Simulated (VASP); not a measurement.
# CaSe (F-43m) in VASP: a series of runs, part 2 of 2

VASP 6.6.1. Earlier steps stand in the parts before.

### 5 Single point, PBE

This run uses another cell than the first one, of 35.78 Å³/atom, 0.948 times its volume.

INCAR

```
PREC     = Accurate       # precision mode
ENCUT    = 520            # plane-wave cutoff, eV
EDIFF    = 1E-6           # SCF threshold, eV
ISMEAR   = 0              # smearing method
SIGMA    = 0.05           # smearing width, eV
LREAL    = F              # projectors in reciprocal space
LASPH    = T              # aspherical terms in the spheres
NELM     = 80             # most SCF steps
ALGO     = Normal         # electronic algorithm
ISIF     = 2              # what is computed and relaxed
LWAVE    = F              # write WAVECAR
LCHARG   = F              # write CHGCAR
GGA      = PE             # functional
NBANDS   = 15             # bands
```

KPOINTS

```
regular mesh
0
Gamma
  6 6 6
```

POSCAR

```
CaSe
1.0
    0.0000000000      3.2951325830      3.2951325830
    3.2951325830      0.0000000000      3.2951325830
    3.2951325830      3.2951325830      0.0000000000
Ca Se
1 1
Direct
    0.0000000000      0.0000000000      0.0000000000
    0.2500000000      0.2500000000      0.2500000000
```

Potentials or basis: VASP PAW PBE potentials, release 64 (Ca_sv, Se).

The run is started by

```sh
$ cat potpaw_PBE.64/Ca_sv/POTCAR potpaw_PBE.64/Se/POTCAR > POTCAR
$ mpirun -np 1 vasp_std > vasp.out
```

OUTCAR:

```text
PREC = Accurate
   ENCUT = 520
   EDIFF = 1E-6
   ISMEAR = 0
   LREAL = F
   LASPH = T
   NELM = 80
   ISIF = 2
   GGA = PE

 ion  position               nearest neighbor table
   1  0.000  0.000  0.000-   2 2.85   2 2.85   2 2.85   2 2.85
   2  0.250  0.250  0.250-   1 2.85   1 2.85   1 2.85   1 2.85

  LATTYP: Found a face centered cubic cell.
 ALAT       =     6.5902651660

  Lattice vectors:

 A1 = (   0.0000000000,   3.2951325830,   3.2951325830)
 A2 = (   3.2951325830,   0.0000000000,   3.2951325830)
 A3 = (   3.2951325830,   3.2951325830,   0.0000000000)

Analysis of symmetry for initial positions (statically):
=====================================================================
 Subroutine PRICEL returns:
 Original cell was already a primitive cell.

 Routine SETGRP: Setting up the symmetry group for a
 face centered cubic supercell.

 Subroutine GETGRP returns: Found 24 space group operations
 (whereof 24 operations were pure point group operations)
 out of a pool of 48 trial point group operations.

The static configuration has the point symmetry T_d .

Analysis of symmetry for dynamics (positions and initial velocities):
=====================================================================
 Subroutine PRICEL returns:
 Original cell was already a primitive cell.

 Routine SETGRP: Setting up the symmetry group for a
 face centered cubic supercell.

 Subroutine GETGRP returns: Found 24 space group operations
 (whereof 24 operations were pure point group operations)
 out of a pool of 48 trial point group operations.

The dynamic configuration has the point symmetry T_d .

 Subroutine INISYM returns: Found 24 space group operations
 (whereof 24 operations are pure point group operations),
 and found     1 'primitive' translations

----------------------------------------------------------------------------------------

                                     Primitive cell

  volume of cell :      71.5564

  direct lattice vectors                    reciprocal lattice vectors
     0.000000000  3.295132583  3.295132583    -0.151738963  0.151738963  0.151738963
     3.295132583  0.000000000  3.295132583     0.151738963 -0.151738963  0.151738963
     3.295132583  3.295132583  0.000000000     0.151738963  0.151738963 -0.151738963

  length of vectors
     4.660021189  4.660021189  4.660021189     0.262819593  0.262819593  0.262819593

  position of ions in fractional coordinates (direct lattice)
     0.000000000  0.000000000  0.000000000
     0.250000000  0.250000000  0.250000000

  ion indices of the primitive-cell ions
   primitive index   ion index
                 1           1
                 2           2

----------------------------------------------------------------------------------------

 KPOINTS: regular mesh

Automatic generation of k-mesh.
 Grid dimensions read from file:
 generate k-points for:    6    6    6

 Generating k-lattice:

  Cartesian coordinates                     Fractional coordinates (reciprocal lattice)
    -0.025289827  0.025289827  0.025289827     0.166666667  0.000000000  0.000000000
     0.025289827 -0.025289827  0.025289827     0.000000000  0.166666667  0.000000000
     0.025289827  0.025289827 -0.025289827     0.000000000  0.000000000  0.166666667

  Length of vectors
[... 29 lines left out ...]
   number of dos      NEDOS =    301   number of ions     NIONS =      2
   total plane-waves  NPLWV =  46656
   dimension x,y,z NGX =    36 NGY =   36 NGZ =   36
   dimension x,y,z NGXF=    72 NGYF=   72 NGZF=   72
   ions per type =               1   1
   NGX,Y,Z   is equivalent  to a cutoff of  12.84, 12.84, 12.84 a.u.
   NGXF,Y,Z  is equivalent  to a cutoff of  25.69, 25.69, 25.69 a.u.
 SYSTEM =  unknown system
   PREC   = accura    normal or accurate (medium, high low for compatibility)
   ISTART =      0    job   : 0-new  1-cont  2-samecut
   ICHARG =      2    charge: 1-file 2-atom 10-const
   ISPIN  =      1    spin polarized calculation?
   LNONCOLLINEAR =      F non collinear calculations
   LSORBIT =      F    spin-orbit coupling
   LASPH  =      T    aspherical Exc in radial PAW
   ENCUT  =  520.0 eV  38.22 Ry    6.18 a.u.   8.66  8.66  8.66*2*pi/ulx,y,z
   NELM   =     80;   NELMIN=  2; NELMDL= -5     # of ELM steps
   EDIFF  = 0.1E-05   stopping-criterion for ELM
   LREAL  =      F    real-space projection
   EDIFFG = 0.1E-04   stopping-criterion for IOM
   NSW    =      0    number of steps for IOM
   IBRION =     -1    ionic relax: 0-MD 1-quasi-New 2-CG
   NFREE  =      0    steps in history (QN), initial steepest desc. (CG)
   ISIF   =      2    stress and relaxation
   ISYM   =      2    0-nonsym 1-usesym 2-fastsym
   POTIM  = 0.5000    time-step for ionic-motion
   TEBEG  =    0.0;   TEEND  =   0.0 temperature during run
   PSTRESS=    0.0 pullay stress
   NELECT =      16.0000    total number of electrons
   NUPDOWN=      -1.0000    fix difference up-down
   EMIN   =  10.00;   EMAX   =-10.00  energy-range for DOS
   EFERMI =   0.00;   METHOD = LEGACY
   ISMEAR =     0;   SIGMA  =   0.05  broadening in eV -4-tet -1-fermi 0-gaus
   EFERMI_NEDOS =   21; number of points for ismear=-14 and -15
   IALGO  =     38    algorithm
   IMIX   =      4    mixing-type and parameters
     AMIX     =   0.40;   BMIX     =  1.00
     AMIX_MAG =   1.60;   BMIX_MAG =  1.00
  volume/ion in A,a.u.               =      35.78       241.44
  Fermi-wavevector in a.u.,A,eV,Ry     =   0.993647  1.877720 13.433488  0.987333
  Thomas-Fermi vector in A             =   2.125543
   LORBIT       =      0    0 simple, 1 ext, 2 COOP (PROOUT), +10 PAW based schemes
   GGA     = PE    functional components
   LHFCALC =     F    Hartree Fock is set to
   AEXX    =    0.0000 exact exchange contribution
   IVDW    =     0    specifies the selected vdW correction
   LEPSILON=     F    determine dielectric tensor
   LRPA    =     F    only Hartree local field effects (RPA)
 non-spin polarized calculation
 Gauss-broadening in eV      SIGMA  =   0.05
  energy-cutoff  :      520.00
  volume of cell :       71.56
 maximum number of plane-waves:      1964
 NGX is ok and might be reduce to    36
   NGX = 17   NGY = 17   NGZ = 17

 number of electron      16.0000002 magnetization

 Free energy of the ion-electron system (eV)
  ---------------------------------------------------
  ext. energy  EPLUGINS =         0.00000000
  ---------------------------------------------------
  free energy    TOTEN  =        -8.96984262 eV

  energy without entropy =       -8.96984262  energy(sigma->0) =       -8.96984262

 E-fermi :  -0.0264     XC(G=0):  -7.5681

 val. band max:       -0.3601632280   @ k =  -0.3333   0.1667   0.0000
 cond. band min:       2.8023434873   @ k =   0.0000   0.0000   0.0000
 fundamental gap:      3.1625067153
 Fermi energy:        -0.0263854805

 k-point     1 :       0.0000    0.0000    0.0000
  band No.  band energies     occupation
      1     -39.4766      2.00000
      2     -20.4901      2.00000
      3     -20.4901      2.00000
      4     -20.4901      2.00000
      5     -10.6699      2.00000
      6      -0.4485      2.00000
      7      -0.4485      2.00000
      8      -0.4485      2.00000
      9       2.8023      0.00000
     10       4.9875      0.00000
     11       4.9875      0.00000
     12       6.9630      0.00000
     13       6.9630      0.00000
     14       6.9630      0.00000
[... 257 lines left out ...]
      2     -20.5302      2.00000
      3     -20.5064      2.00000
      4     -20.5025      2.00000
      5     -10.3410      2.00000
      6      -1.3284      2.00000
      7      -0.7448      2.00000
      8      -0.4443      2.00000
      9       3.3518      0.00000
     10       4.5981      0.00000
     11       5.5046      0.00000
     12       5.7828      0.00000
     13       6.2577      0.00000
     14       7.8709      0.00000
     15       8.6930      0.00000

------------------------ aborting loop because EDIFF is reached ----------------------------------------

  FORCE on cell =-STRESS in cart. coord.  units (eV):
  Direction    XX          YY          ZZ          XY          YZ          ZX
  --------------------------------------------------------------------------------------
  -------------------------------------------------------------------------------------
  Total        0.0326254      0.0326254      0.0326254     -0.0000000     -0.0000000      0.0000000
  in kB        0.7304957      0.7304957      0.7304957     -0.0000000     -0.0000000      0.0000000
  external PRESSURE =       0.7304957 kB  Pullay stress =       0.0000000 kB

 VOLUME and BASIS-vectors are now :
 -----------------------------------------------------------------------------
  energy-cutoff  :      520.00
  volume of cell :       71.56
      direct lattice vectors                 reciprocal lattice vectors
     0.000000000  3.295132583  3.295132583    -0.151738963  0.151738963  0.151738963
     3.295132583  0.000000000  3.295132583     0.151738963 -0.151738963  0.151738963
     3.295132583  3.295132583  0.000000000     0.151738963  0.151738963 -0.151738963

 POSITION                                       TOTAL-FORCE (eV/Angst)
 -----------------------------------------------------------------------------------
      0.00000      0.00000      0.00000         0.000000     -0.000000     -0.000000
      1.64757      1.64757      1.64757        -0.000000      0.000000      0.000000
 -----------------------------------------------------------------------------------
    total drift:                                0.000000      0.000000      0.000000

  FREE ENERGIE OF THE ION-ELECTRON SYSTEM (eV)
  ---------------------------------------------------
  free  energy   TOTEN  =        -8.9698426235 eV

  energy  without entropy=       -8.9698426235  energy(sigma->0) =       -8.96984262
```

Run time: 18 s. Hardware: 1 thread of Intel Xeon Platinum 8124M at 3.00GHz (Skylake/Cascade Lake), shared host; peak memory 0.21 GiB.

Results:

* Free energy: -8.9698 eV
* Pressure: 0.1 GPa
* Band gap on the k mesh: 3.16 eV, indirect (least direct gap 3.25 eV)

Levels at points of the mesh, in eV from the valence-band top:
```csv
k point,band 6,band 7,band 8,band 9,band 10,band 11
"(0.00, 0.00, 0.00)",-0.09,-0.09,-0.09,3.16,5.35,5.35
"(0.50, 0.00, 0.00)",-1.20,-0.01,-0.01,5.06,5.46,5.46
"(0.50, 0.50, 0.00)",-1.22,-0.04,-0.04,3.54,4.95,6.06
```

### 6 Single point, RPBE

This run uses another cell than the first one, of 35.27 Å³/atom, 0.935 times its volume.

INCAR

```
PREC = Accurate
ENCUT = 520
EDIFF = 1E-6
ISMEAR = 0
SIGMA = 0.05
LREAL = F
LASPH = T
NELM = 80
ALGO = Normal
ISIF = 2
LWAVE = F
LCHARG = T
GGA = RP
LELF = T
LVHAR = T
NBANDS = 15
```

KPOINTS

```
Automatic mesh
0
Gamma
  6 6 6
```

POSCAR

```
CaSe
1.0
    0.0000000000      3.2795060436      3.2795060436
    3.2795060436      0.0000000000      3.2795060436
    3.2795060436      3.2795060436      0.0000000000
Ca Se
1 1
Direct
    0.0000000000      0.0000000000      0.0000000000
    0.2500000000      0.2500000000      0.2500000000
```

Potentials or basis: VASP PAW PBE potentials, release 64 (Ca_sv, Se).

The run is started by

```sh
$ cat potpaw_PBE.64/Ca_sv/POTCAR potpaw_PBE.64/Se/POTCAR > POTCAR
$ mpirun -np 1 vasp_std > vasp.out
```

It took 20 s on 1 thread of Intel Xeon Platinum 8124M at 3.00GHz (Skylake/Cascade Lake), shared host; peak memory 0.21 GiB.

The run converged. Its results:

| Property | Result |
| --- | --- |
| Free energy | -8.4911 eV |
| Pressure | 1.9 GPa |
| Band gap on the k mesh | 3.46 eV, indirect (least direct gap 3.55 eV) |

Levels at points of the mesh, in eV from the valence-band top:
```csv
k point,band 4,band 5,band 6,band 7,band 8,band 9,band 10,band 11,band 12,band 13
"(0.00, 0.00, 0.00)",-20.14,-10.28,-0.09,-0.09,-0.09,3.46,5.46,5.46,7.45,7.45
"(0.50, 0.00, 0.00)",-20.14,-10.03,-1.17,-0.01,-0.01,5.23,5.59,5.59,6.03,6.44
"(0.50, 0.50, 0.00)",-20.15,-9.94,-1.20,-0.03,-0.03,3.73,5.10,6.18,6.18,6.21
```

Caveat: the PAW data sets were made with another functional, which shifts forces and pressure a little.

### 7 The runs side by side

```tsv
level	cell	gap on the mesh (eV)	pressure (GPa)
r2SCAN	a = 4.744 Å, angles 60.0°, 2 atoms	3.47	-1.9
PBE	a = 4.574 Å, angles 60.0°, 2 atoms	3.33	2.1
PBE	a = 4.595 Å, angles 60.0°, 2 atoms	3.29	1.6
PBE	a = 4.660 Å, angles 60.0°, 2 atoms	3.16	0.1
RPBE	a = 4.638 Å, angles 60.0°, 2 atoms	3.46	1.9
```

Alike in all rows: task single point; potentials or basis VASP PAW PBE potentials, release 64 (Ca_sv, Se); no spin polarisation; k mesh 6 × 6 × 6; cutoff (eV) 520; smearing gaussian 0.05 eV.

Caveats: the PAW data sets were made with another functional, which shifts forces and pressure a little (some runs).

Absolute energies hang on the potentials; compare differences alone.
